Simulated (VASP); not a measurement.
# TaN (P-6m2) in VASP: notebook, part 2 of 2

VASP 6.6.1. The steps go on from the part before.

## 6. Single point, r2SCAN

POSCAR

```
TaN
1.0
    2.9380000000      0.0000000000      0.0000000000
   -1.4690000000      2.5443826363      0.0000000000
    0.0000000000      0.0000000000      2.8830000000
Ta N
1 1
Direct
    0.0000000000      0.0000000000      0.5000000000
    0.6666666667      0.3333333333      0.0000000000
```

INCAR.step1

```
SYSTEM = TaN
PREC = Accurate
ENCUT = 660
ISMEAR = 1
SIGMA = 0.025
LREAL = .FALSE.
LASPH = .TRUE.
NELM = 120
NBANDS = 15
GGA = PE
ALGO = Normal
EDIFF = 1E-5
LWAVE = .TRUE.
LCHARG = .FALSE.
GGA_COMPAT = .FALSE.
```

INCAR.step2

```
SYSTEM = TaN
PREC = Accurate
ENCUT = 660
EDIFF = 1E-6
ISMEAR = 1
SIGMA = 0.025
LREAL = .FALSE.
LASPH = .TRUE.
NELM = 120
ALGO = Normal
ISIF = 2
LWAVE = .FALSE.
LCHARG = .FALSE.
METAGGA = R2SCAN
LMIXTAU = .TRUE.
NBANDS = 15
ISTART = 1
GGA_COMPAT = .FALSE.
```

KPOINTS

```
regular mesh
0
G
  13 13 12
  0 0 0
```

Potentials or basis: VASP PAW PBE potentials, release 64 (Ta_pv, N).

On the command line:

```
> cat potpaw_PBE.64/Ta_pv/POTCAR potpaw_PBE.64/N/POTCAR > POTCAR
> cp INCAR.step1 INCAR
> mpirun -np 1 vasp_std > vasp.out
> cp INCAR.step2 INCAR
> mpirun -np 1 vasp_std > vasp.out
```

OUTCAR:

```text
SYSTEM = TaN
   PREC = Accurate
   ENCUT = 660
   EDIFF = 1E-6
   ISMEAR = 1
   LREAL = .FALSE.
   LASPH = .TRUE.
   NELM = 120
   ISIF = 2
   METAGGA = R2SCAN
   ISTART = 1

 ion  position               nearest neighbor table
   1  0.000  0.000  0.500-   2 2.23   2 2.23   2 2.23   2 2.23   2 2.23   2 2.23
   2  0.667  0.333  0.000-   1 2.23   1 2.23   1 2.23   1 2.23   1 2.23   1 2.23

  LATTYP: Found a hexagonal cell.
 ALAT       =     2.9380000000
 C/A-ratio  =     0.9812797822

  Lattice vectors:

 A1 = (   2.9380000000,   0.0000000000,   0.0000000000)
 A2 = (  -1.4690000000,   2.5443826363,   0.0000000000)
 A3 = (   0.0000000000,   0.0000000000,   2.8830000000)

Analysis of symmetry for initial positions (statically):
=====================================================================
 Subroutine PRICEL returns:
 Original cell was already a primitive cell.

 Routine SETGRP: Setting up the symmetry group for a
 hexagonal supercell.

 Subroutine GETGRP returns: Found 12 space group operations
 (whereof 12 operations were pure point group operations)
 out of a pool of 24 trial point group operations.

The static configuration has the point symmetry D_3h.

Analysis of symmetry for dynamics (positions and initial velocities):
=====================================================================
 Subroutine PRICEL returns:
 Original cell was already a primitive cell.

 Routine SETGRP: Setting up the symmetry group for a
 hexagonal supercell.

 Subroutine GETGRP returns: Found 12 space group operations
 (whereof 12 operations were pure point group operations)
 out of a pool of 24 trial point group operations.

The dynamic configuration has the point symmetry D_3h.

 Subroutine INISYM returns: Found 12 space group operations
 (whereof 12 operations are pure point group operations),
 and found     1 'primitive' translations

----------------------------------------------------------------------------------------

                                     Primitive cell

  volume of cell :      21.5516

  direct lattice vectors                    reciprocal lattice vectors
     2.938000000  0.000000000  0.000000000     0.340367597  0.196511324  0.000000000
    -1.469000000  2.544382636  0.000000000     0.000000000  0.393022648  0.000000000
     0.000000000  0.000000000  2.883000000     0.000000000  0.000000000  0.346860909

  length of vectors
     2.938000000  2.938000000  2.883000000     0.393022648  0.393022648  0.346860909

  position of ions in fractional coordinates (direct lattice)
     0.000000000  0.000000000  0.500000000
     0.666666667  0.333333333  0.000000000

  ion indices of the primitive-cell ions
   primitive index   ion index
                 1           1
                 2           2

----------------------------------------------------------------------------------------

 KPOINTS: regular mesh

Automatic generation of k-mesh.
 Grid dimensions read from file:
 generate k-points for:   13   13   12

 Generating k-lattice:

  Cartesian coordinates                     Fractional coordinates (reciprocal lattice)
     0.026182123  0.015116256  0.000000000     0.076923077  0.000000000  0.000000000
     0.000000000  0.030232511  0.000000000     0.000000000  0.076923077  0.000000000
[... 41 lines left out ...]
   number of dos      NEDOS =    301   number of ions     NIONS =      2
   total plane-waves  NPLWV =  18816
   dimension x,y,z NGX =    28 NGY =   28 NGZ =   24
   dimension x,y,z NGXF=    56 NGYF=   56 NGZF=   48
   ions per type =               1   1
   NGX,Y,Z   is equivalent  to a cutoff of  15.84, 15.84, 13.84 a.u.
   NGXF,Y,Z  is equivalent  to a cutoff of  31.69, 31.69, 27.68 a.u.
 SYSTEM =  TaN
   PREC   = accura    normal or accurate (medium, high low for compatibility)
   ISTART =      1    job   : 0-new  1-cont  2-samecut
   ICHARG =      0    charge: 1-file 2-atom 10-const
   ISPIN  =      1    spin polarized calculation?
   LNONCOLLINEAR =      F non collinear calculations
   LSORBIT =      F    spin-orbit coupling
   LASPH  =      T    aspherical Exc in radial PAW
   ENCUT  =  660.0 eV  48.51 Ry    6.96 a.u.   6.15  6.15  6.04*2*pi/ulx,y,z
   NELM   =    120;   NELMIN=  2; NELMDL=  0     # of ELM steps
   EDIFF  = 0.1E-05   stopping-criterion for ELM
   LREAL  =      F    real-space projection
   EDIFFG = 0.1E-04   stopping-criterion for IOM
   NSW    =      0    number of steps for IOM
   IBRION =     -1    ionic relax: 0-MD 1-quasi-New 2-CG
   NFREE  =      0    steps in history (QN), initial steepest desc. (CG)
   ISIF   =      2    stress and relaxation
   ISYM   =      2    0-nonsym 1-usesym 2-fastsym
   POTIM  = 0.5000    time-step for ionic-motion
   TEBEG  =    0.0;   TEEND  =   0.0 temperature during run
   PSTRESS=    0.0 pullay stress
   NELECT =      16.0000    total number of electrons
   NUPDOWN=      -1.0000    fix difference up-down
   EMIN   =  10.00;   EMAX   =-10.00  energy-range for DOS
   EFERMI =   0.00;   METHOD = LEGACY
   ISMEAR =     1;   SIGMA  =   0.03  broadening in eV -4-tet -1-fermi 0-gaus
   EFERMI_NEDOS =   21; number of points for ismear=-14 and -15
   IALGO  =     38    algorithm
   IMIX   =      4    mixing-type and parameters
     AMIX     =   0.40;   BMIX     =  1.00
     AMIX_MAG =   1.60;   BMIX_MAG =  1.00
  volume/ion in A,a.u.               =      10.78        72.72
  Fermi-wavevector in a.u.,A,eV,Ry     =   1.482365  2.801264 29.897531  2.197407
  Thomas-Fermi vector in A             =   2.596160
   LORBIT       =      0    0 simple, 1 ext, 2 COOP (PROOUT), +10 PAW based schemes
   METAGGA = R2SCAN    functional components
   LHFCALC =     F    Hartree Fock is set to
   AEXX    =    0.0000 exact exchange contribution
   IVDW    =     0    specifies the selected vdW correction
   LEPSILON=     F    determine dielectric tensor
   LRPA    =     F    only Hartree local field effects (RPA)
 non-spin polarized calculation
 Methfessel and Paxton  Order N= 1 SIGMA  =   0.03
  energy-cutoff  :      660.00
  volume of cell :       21.55
 maximum number of plane-waves:       846
 NGX is ok and might be reduce to    28
   NGX = 13   NGY = 13   NGZ = 13

 number of electron      15.9999999 magnetization

 Free energy of the ion-electron system (eV)
  ---------------------------------------------------
  ext. energy  EPLUGINS =         0.00000000
  ---------------------------------------------------
  free energy    TOTEN  =       -60.39655346 eV

  energy without entropy =      -60.39654329  energy(sigma->0) =      -60.39655007

 E-fermi :   8.2149     XC(G=0): -14.3478

 val. band max:        8.2070772553   @ k =   0.0000   0.0000   0.4167
 cond. band min:       8.3496240443   @ k =   0.0769  -0.0000   0.5000
 fundamental gap:      0.1425467890
 Fermi energy:         8.2148651038

 k-point     1 :       0.0000    0.0000    0.0000
  band No.  band energies     occupation
      1     -27.9224      2.00000
      2     -27.6629      2.00000
      3     -27.6629      2.00000
      4     -10.5908      2.00000
      5       3.3896      2.00000
      6       3.3896      2.00000
      7       3.8228      2.00000
      8       5.0726      2.00000
      9      10.7054      0.00000
     10      11.9731      0.00000
     11      11.9731      0.00000
     12      12.4476      0.00000
     13      12.4476      0.00000
     14      18.8227      0.00000
[... 401 lines left out ...]
      2     -27.8981      2.00000
      3     -27.7100      2.00000
      4     -10.0016      2.00000
      5       2.2710      2.00000
      6       3.4781      2.00000
      7       3.7592      2.00000
      8       5.2548      2.00000
      9      10.8806      0.00000
     10      11.0670      0.00000
     11      12.2415      0.00000
     12      13.0957      0.00000
     13      13.4328      0.00000
     14      18.8227      0.00000
     15      22.0766      0.00000

 [... further k-points ...]

------------------------ aborting loop because EDIFF is reached ----------------------------------------

  FORCE on cell =-STRESS in cart. coord.  units (eV):
  Direction    XX          YY          ZZ          XY          YZ          ZX
  --------------------------------------------------------------------------------------
  -------------------------------------------------------------------------------------
  Total        0.1443165      0.1443165      0.2764559      0.0000000      0.0000000      0.0000000
  in kB       10.7287131     10.7287131     20.5521673      0.0000000      0.0000000      0.0000000
  external PRESSURE =      14.0031979 kB  Pullay stress =       0.0000000 kB

 VOLUME and BASIS-vectors are now :
 -----------------------------------------------------------------------------
  energy-cutoff  :      660.00
  volume of cell :       21.55
      direct lattice vectors                 reciprocal lattice vectors
     2.938000000  0.000000000  0.000000000     0.340367597  0.196511324  0.000000000
    -1.469000000  2.544382636  0.000000000     0.000000000  0.393022648  0.000000000
     0.000000000  0.000000000  2.883000000     0.000000000  0.000000000  0.346860909

 POSITION                                       TOTAL-FORCE (eV/Angst)
 -----------------------------------------------------------------------------------
      0.00000      0.00000      1.44150         0.000000      0.000000      0.000000
      1.46900      0.84813      0.00000         0.000000      0.000000      0.000000
 -----------------------------------------------------------------------------------
    total drift:                               -0.000000      0.000000      0.000000

  FREE ENERGIE OF THE ION-ELECTRON SYSTEM (eV)
  ---------------------------------------------------
  free  energy   TOTEN  =       -60.3965534608 eV

  energy  without entropy=      -60.3965432924  energy(sigma->0) =      -60.39655007
```

Wall time 96 s (1 thread of Intel Xeon 6975P-C (Granite Rapids), shared host); peak memory 0.21 GiB.

Results:

```
Free energy            : -60.3966 eV
Pressure               : 1.4 GPa
Band gap on the k mesh : zero (bands 8 and 9 overlap by 0.36 eV)
```

Stress tensor (GPa, compression positive):
```
1.07 0.00 0.00
0.00 1.07 0.00
0.00 0.00 2.06
```

Caveat: the PAW data sets were made with another functional, which shifts forces and pressure a little; spin-orbit coupling is left out, which moves the levels of the heavy elements.

## 7. Summary

| smearing | gap on the mesh (eV) | pressure (GPa) |
| --- | --- | --- |
| methfessel-paxton 0.25 eV | none | 1.4 |
| methfessel-paxton 0.15 eV | none | 1.4 |
| methfessel-paxton 0.1 eV | none | 1.4 |
| methfessel-paxton 0.05 eV | none | 1.4 |
| methfessel-paxton 0.025 eV | none | 1.4 |

Alike in all rows: task single point; level r2SCAN; potentials or basis VASP PAW PBE potentials, release 64 (Ta_pv, N); no spin polarisation; cell as given; k mesh 13 × 13 × 12; cutoff (eV) 660.

Caveats: the PAW data sets were made with another functional, which shifts forces and pressure a little; spin-orbit coupling is left out, which moves the levels of the heavy elements.

Absolute energies hang on the potentials; compare differences alone.
